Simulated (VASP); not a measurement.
# Al (R-3m) in VASP: further runs

Runs on Al. Level: r2SCAN. Tasks: single point.

All numbers are computed with VASP 6.6.1; they aren't measurements. Logs are shortened: lines on timing, memory, paths and dates and some standing lists are left out, and cuts for length are marked.

## Step 1: The cell of the first run

Symmetry: R-3m, No. 166, trigonal system. The conventional cell has a = 4.611 Å, b = 4.611 Å, c = 2.626 Å, α = 90.00°, β = 90.00°, γ = 120.00°. Al (site symmetry -3m) has 14 Al at 2.63 to 3.19 Å within 3.5 Å.

## Step 2: Single point, r2SCAN

POSCAR

```
Al
1.0
   -1.6682175118      1.5921424462      1.5921424462
    1.5921424462     -1.6682175118      1.5921424462
    1.5921424462      1.5921424462     -1.6682175118
Al
1
Direct
    0.0000000000      0.0000000000      0.0000000000
```

INCAR.step1

```
SYSTEM = Al
PREC = Accurate
ENCUT = 520
ISMEAR = 0
SIGMA = 0.15
LREAL = .False.
LASPH = .True.
NELM = 100
NBANDS = 8
GGA = PE
ALGO = Normal
EDIFF = 1E-4
LWAVE = .True.
LCHARG = .False.
```

INCAR.step2

```
SYSTEM = Al
PREC = Accurate
ENCUT = 520
EDIFF = 1E-7
ISMEAR = 0
SIGMA = 0.15
LREAL = .False.
LASPH = .True.
NELM = 100
ALGO = Normal
ISIF = 2
LWAVE = .False.
LCHARG = .True.
METAGGA = R2SCAN
LMIXTAU = .True.
LELF = .True.
LVHAR = .True.
NBANDS = 8
ISTART = 1
```

KPOINTS

```
regular mesh
0
Gamma
  24 24 24
  0 0 0
```

Potentials or basis: VASP PAW PBE potentials, release 64 (Al).

Run with:

```sh
cat potpaw_PBE.64/Al/POTCAR > POTCAR
cp INCAR.step1 INCAR
mpirun -np 1 vasp_std > vasp.out
cp INCAR.step2 INCAR
mpirun -np 1 vasp_std > vasp.out
```

OUTCAR:

```text
SYSTEM = Al
   PREC = Accurate
   ENCUT = 520
   EDIFF = 1E-7
   ISMEAR = 0
   LREAL = .False.
   LASPH = .True.
   NELM = 100
   ISIF = 2
   METAGGA = R2SCAN
   ISTART = 1

 ion  position               nearest neighbor table
   1  0.000  0.000  0.000-

  LATTYP: Found a trigonal (rhomboedric) cell.
 ALAT       =     2.8022820709
 COS(alpha) =    -0.3536531715

  Lattice vectors:

 A1 = (  -1.6682175118,   1.5921424462,   1.5921424462)
 A2 = (   1.5921424462,  -1.6682175118,   1.5921424462)
 A3 = (   1.5921424462,   1.5921424462,  -1.6682175118)

Analysis of symmetry for initial positions (statically):
=====================================================================
 Subroutine PRICEL returns:
 Original cell was already a primitive cell.

 Routine SETGRP: Setting up the symmetry group for a
 trigonal (rhombohedral) supercell.

 Subroutine GETGRP returns: Found 12 space group operations
 (whereof 12 operations were pure point group operations)
 out of a pool of 12 trial point group operations.

The static configuration has the point symmetry D_3d.

Analysis of symmetry for dynamics (positions and initial velocities):
=====================================================================
 Subroutine PRICEL returns:
 Original cell was already a primitive cell.

 Routine SETGRP: Setting up the symmetry group for a
 trigonal (rhombohedral) supercell.

 Subroutine GETGRP returns: Found 12 space group operations
 (whereof 12 operations were pure point group operations)
 out of a pool of 12 trial point group operations.

The dynamic configuration has the point symmetry D_3d.

 Subroutine INISYM returns: Found 12 space group operations
 (whereof 12 operations are pure point group operations),
 and found     1 'primitive' translations

----------------------------------------------------------------------------------------

                                     Primitive cell

  volume of cell :      16.1157

  direct lattice vectors                    reciprocal lattice vectors
    -1.668217512  1.592142446  1.592142446     0.015390697  0.322105297  0.322105297
     1.592142446 -1.668217512  1.592142446     0.322105297  0.015390697  0.322105297
     1.592142446  1.592142446 -1.668217512     0.322105297  0.322105297  0.015390697

  length of vectors
     2.802282071  2.802282071  2.802282071     0.455785605  0.455785605  0.455785605

  position of ions in fractional coordinates (direct lattice)
     0.000000000  0.000000000  0.000000000

  ion indices of the primitive-cell ions
   primitive index   ion index
                 1           1

----------------------------------------------------------------------------------------

 KPOINTS: regular mesh

Automatic generation of k-mesh.
 Grid dimensions read from file:
 generate k-points for:   24   24   24

 Generating k-lattice:

  Cartesian coordinates                     Fractional coordinates (reciprocal lattice)
     0.000641279  0.013421054  0.013421054     0.041666667  0.000000000  0.000000000
     0.013421054  0.000641279  0.013421054     0.000000000  0.041666667  0.000000000
     0.013421054  0.013421054  0.000641279     0.000000000  0.000000000  0.041666667

  Length of vectors
     0.018991067  0.018991067  0.018991067

  Shift w.r.t. Gamma in fractional coordinates (k-lattice)
     0.000000000  0.000000000  0.000000000

 Subroutine IBZKPT returns following result:
 ===========================================

 Found   1313 irreducible k-points:

 Following reciprocal coordinates:
            Coordinates               Weight
  0.000000  0.000000  0.000000      1.000000
  0.041667 -0.000000  0.000000      6.000000
  0.083333  0.000000  0.000000      6.000000
  0.125000  0.000000  0.000000      6.000000
  0.166667  0.000000  0.000000      6.000000
  0.208333  0.000000  0.000000      6.000000
[... 16 lines left out ...]
  0.416667  0.041667 -0.000000     12.000000
  0.458333  0.041667 -0.000000     12.000000
 [... further k-points ...]
   k-points           NKPTS =   1313   k-points in BZ     NKDIM =   1313   number of bands    NBANDS=      8
   number of dos      NEDOS =    301   number of ions     NIONS =      1
   total plane-waves  NPLWV =  13824
   dimension x,y,z NGX =    24 NGY =   24 NGZ =   24
   dimension x,y,z NGXF=    48 NGYF=   48 NGZF=   48
   ions per type =               1
   NGX,Y,Z   is equivalent  to a cutoff of  14.24, 14.24, 14.24 a.u.
   NGXF,Y,Z  is equivalent  to a cutoff of  28.48, 28.48, 28.48 a.u.
 SYSTEM =  Al
   PREC   = accura    normal or accurate (medium, high low for compatibility)
   ISTART =      1    job   : 0-new  1-cont  2-samecut
   ICHARG =      0    charge: 1-file 2-atom 10-const
   ISPIN  =      1    spin polarized calculation?
   LNONCOLLINEAR =      F non collinear calculations
   LSORBIT =      F    spin-orbit coupling
   LASPH  =      T    aspherical Exc in radial PAW
   ENCUT  =  520.0 eV  38.22 Ry    6.18 a.u.   5.21  5.21  5.21*2*pi/ulx,y,z
   NELM   =    100;   NELMIN=  2; NELMDL=  0     # of ELM steps
   EDIFF  = 0.1E-06   stopping-criterion for ELM
   LREAL  =      F    real-space projection
   EDIFFG = 0.1E-05   stopping-criterion for IOM
   NSW    =      0    number of steps for IOM
   IBRION =     -1    ionic relax: 0-MD 1-quasi-New 2-CG
   NFREE  =      0    steps in history (QN), initial steepest desc. (CG)
   ISIF   =      2    stress and relaxation
   ISYM   =      2    0-nonsym 1-usesym 2-fastsym
   POTIM  = 0.5000    time-step for ionic-motion
   TEBEG  =    0.0;   TEEND  =   0.0 temperature during run
   PSTRESS=    0.0 pullay stress
   NELECT =       3.0000    total number of electrons
   NUPDOWN=      -1.0000    fix difference up-down
   EMIN   =  10.00;   EMAX   =-10.00  energy-range for DOS
   EFERMI =   0.00;   METHOD = LEGACY
   ISMEAR =     0;   SIGMA  =   0.15  broadening in eV -4-tet -1-fermi 0-gaus
   EFERMI_NEDOS =   21; number of points for ismear=-14 and -15
   IALGO  =     38    algorithm
   IMIX   =      4    mixing-type and parameters
     AMIX     =   0.40;   BMIX     =  1.00
     AMIX_MAG =   1.60;   BMIX_MAG =  1.00
  volume/ion in A,a.u.               =      16.12       108.75
  Fermi-wavevector in a.u.,A,eV,Ry     =   0.934757  1.766435 11.888371  0.873771
  Thomas-Fermi vector in A             =   2.061595
   LORBIT       =      0    0 simple, 1 ext, 2 COOP (PROOUT), +10 PAW based schemes
   METAGGA = R2SCAN    functional components
   LHFCALC =     F    Hartree Fock is set to
   AEXX    =    0.0000 exact exchange contribution
   IVDW    =     0    specifies the selected vdW correction
   LEPSILON=     F    determine dielectric tensor
   LRPA    =     F    only Hartree local field effects (RPA)
 non-spin polarized calculation
 Gauss-broadening in eV      SIGMA  =   0.15
  energy-cutoff  :      520.00
  volume of cell :       16.12
 maximum number of plane-waves:       450
 NGX is ok and might be reduce to    24

 number of electron       3.0000000 magnetization

 Free energy of the ion-electron system (eV)
  ---------------------------------------------------
  ext. energy  EPLUGINS =         0.00000000
  ---------------------------------------------------
  free energy    TOTEN  =        -6.60484021 eV

  energy without entropy =       -6.60046636  energy(sigma->0) =       -6.60265328

 E-fermi :   8.2856     XC(G=0): -11.0078

 val. band max:        8.2832695791   @ k =  -0.3750   0.3750   0.1667
 cond. band min:       8.2908712565   @ k =   0.3333   0.2500   0.1250
 fundamental gap:      0.0076016773
 Fermi energy:         8.2856065627

 k-point     1 :       0.0000    0.0000    0.0000
  band No.  band energies     occupation
      1      -3.7519      2.00000
      2      21.6998      0.00000
      3      22.3514      0.00000
      4      22.3514      0.00000
      5      23.4762      0.00000
      6      23.4762      0.00000
      7      26.0426      0.00000
      8      26.3472      0.00000

 k-point     2 :       0.0417   -0.0000    0.0000
  band No.  band energies     occupation
      1      -3.6952      2.00000
      2      21.3329      0.00000
      3      22.0171      0.00000
      4      22.0261      0.00000
      5      23.5769      0.00000
      6      23.8996      0.00000
      7      25.2803      0.00000
      8      25.8787      0.00000

 k-point     3 :       0.0833    0.0000    0.0000
  band No.  band energies     occupation
      1      -3.5250      2.00000
      2      20.4758      0.00000
      3      21.2274      0.00000
      4      21.3389      0.00000
      5      23.5517      0.00000
      6      24.0983      0.00000
      7      24.5498      0.00000
      8      25.2481      0.00000

 k-point     4 :       0.1250    0.0000    0.0000
  band No.  band energies     occupation
      1      -3.2418      2.00000
      2      19.1320      0.00000
      3      20.2727      0.00000
      4      20.5892      0.00000
      5      23.0832      0.00000
      6      23.3565      0.00000
      7      25.0462      0.00000
      8      25.0724      0.00000

 k-point     5 :       0.1667    0.0000    0.0000
  band No.  band energies     occupation
      1      -2.8463      2.00000
      2      17.3835      0.00000
      3      19.5045      0.00000
      4      19.8609      0.00000
      5      22.3439      0.00000
      6      22.8142      0.00000
      7      25.2181      0.00000
      8      25.5384      0.00000
[... 177 lines left out ...]
 k-point    22 :       0.3750    0.0417    0.0000
  band No.  band energies     occupation
      1       1.3562      2.00000
      2       7.8021      1.99999
      3      16.3781      0.00000
      4      17.4591      0.00000
      5      19.3658      0.00000
      6      20.9376      0.00000
      7      27.8230      0.00000
      8      30.0682      0.00000

 k-point    23 :       0.4167    0.0417   -0.0000
  band No.  band energies     occupation
      1       2.4306      2.00000
      2       6.3435      2.00000
      3      16.1182      0.00000
      4      17.2035      0.00000
      5      19.2530      0.00000
      6      20.8200      0.00000
      7      28.5778      0.00000
      8      30.8730      0.00000

 k-point    24 :       0.4583    0.0417   -0.0000
  band No.  band energies     occupation
      1       3.5100      2.00000
      2       5.0756      2.00000
      3      15.9507      0.00000
      4      17.0422      0.00000
      5      19.2436      0.00000
      6      20.7925      0.00000
      7      29.1399      0.00000
      8      31.2354      0.00000

 [... further k-points ...]

------------------------ aborting loop because EDIFF is reached ----------------------------------------

  FORCE on cell =-STRESS in cart. coord.  units (eV):
  Direction    XX          YY          ZZ          XY          YZ          ZX
  --------------------------------------------------------------------------------------
  -------------------------------------------------------------------------------------
  Total        0.0926510      0.0926510      0.0926510      0.3318352      0.3318352      0.3318352
  in kB        9.2110912      9.2110912      9.2110912     32.9900821     32.9900821     32.9900821
  external PRESSURE =       9.2110912 kB  Pullay stress =       0.0000000 kB

 VOLUME and BASIS-vectors are now :
 -----------------------------------------------------------------------------
  energy-cutoff  :      520.00
  volume of cell :       16.12
      direct lattice vectors                 reciprocal lattice vectors
    -1.668217512  1.592142446  1.592142446     0.015390697  0.322105297  0.322105297
     1.592142446 -1.668217512  1.592142446     0.322105297  0.015390697  0.322105297
     1.592142446  1.592142446 -1.668217512     0.322105297  0.322105297  0.015390697

 POSITION                                       TOTAL-FORCE (eV/Angst)
 -----------------------------------------------------------------------------------
      0.00000      0.00000      0.00000         0.000000      0.000000      0.000000
 -----------------------------------------------------------------------------------
    total drift:                                0.000000      0.000000      0.000000

  FREE ENERGIE OF THE ION-ELECTRON SYSTEM (eV)
  ---------------------------------------------------
  free  energy   TOTEN  =        -6.6048402103 eV

  energy  without entropy=       -6.6004663596  energy(sigma->0) =       -6.60265328
```

Wall time 3 min (1 thread of Intel Xeon 6975P-C (Granite Rapids), shared host); peak memory 0.26 GiB.

What came out:

| Item | Value |
| --- | --- |
| Free energy | -6.6048 eV |
| Pressure | 0.9 GPa |
| Band gap on the k mesh | zero (an odd number of electrons rules out a gap without spin polarisation) |

Caveat: the PAW data sets were made with another functional, which shifts forces and pressure a little.

## Step 3: Single point, r2SCAN

This run uses another cell than the first one, of the same volume but with other edges.

POSCAR

```
Al
1.0
   -1.5095594323      1.5922750176      1.5922750176
    1.5922750176     -1.5095594323      1.5922750176
    1.5922750176      1.5922750176     -1.5095594323
Al
1
Direct
    0.0000000000      0.0000000000      0.0000000000
```

INCAR.step1

```
ALGO = Normal
EDIFF = 1E-4
ENCUT = 520
GGA = PE
ISMEAR = 0
LASPH = True
LCHARG = False
LREAL = False
LWAVE = True
NBANDS = 8
NELM = 60
PREC = Accurate
SIGMA = 0.15
```

INCAR.step2

```
ALGO = Normal
EDIFF = 1E-6
ENCUT = 520
ISIF = 2
ISMEAR = 0
ISTART = 1
LASPH = True
LCHARG = False
LMIXTAU = True
LREAL = False
LWAVE = False
METAGGA = R2SCAN
NBANDS = 8
NELM = 60
PREC = Accurate
SIGMA = 0.15
```

KPOINTS

```
k-points
0
Gamma
  24 24 24
```

Potentials or basis: VASP PAW PBE potentials, release 64 (Al).

Run with:

```sh
cat potpaw_PBE.64/Al/POTCAR > POTCAR
cp INCAR.step1 INCAR
mpirun -np 1 vasp_std > vasp.out
cp INCAR.step2 INCAR
mpirun -np 1 vasp_std > vasp.out
```

Run time: 2.6 min. Hardware: 1 thread of Intel Xeon 6975P-C (Granite Rapids), shared host; peak memory 0.24 GiB.

The run converged. Its results:

```
Free energy            : -6.6067 eV
Pressure               : 0.9 GPa
Band gap on the k mesh : zero (an odd number of electrons rules out a gap without spin polarisation)
```

Stress tensor (GPa, compression positive):
```
 0.88 -2.51 -2.51
-2.51  0.88 -2.51
-2.51 -2.51  0.88
```

Levels at points of the mesh, in eV from the Fermi level:
| k point | band 1 | band 2 | band 3 | band 4 | band 5 |
| --- | --- | --- | --- | --- | --- |
| (0.00, 0.00, 0.00) | -12.03 | 13.40 | 13.40 | 14.95 | 14.97 |
| (0.50, 0.00, 0.00) | -5.05 | -4.51 | 8.91 | 9.61 | 11.15 |
| (0.50, 0.50, 0.00) | -4.53 | -3.52 | 7.71 | 8.16 | 11.43 |
| (0.50, 0.50, 0.50) | 1.84 | 1.84 | 2.58 | 2.97 | 2.97 |

Caveat: the PAW data sets were made with another functional, which shifts forces and pressure a little.
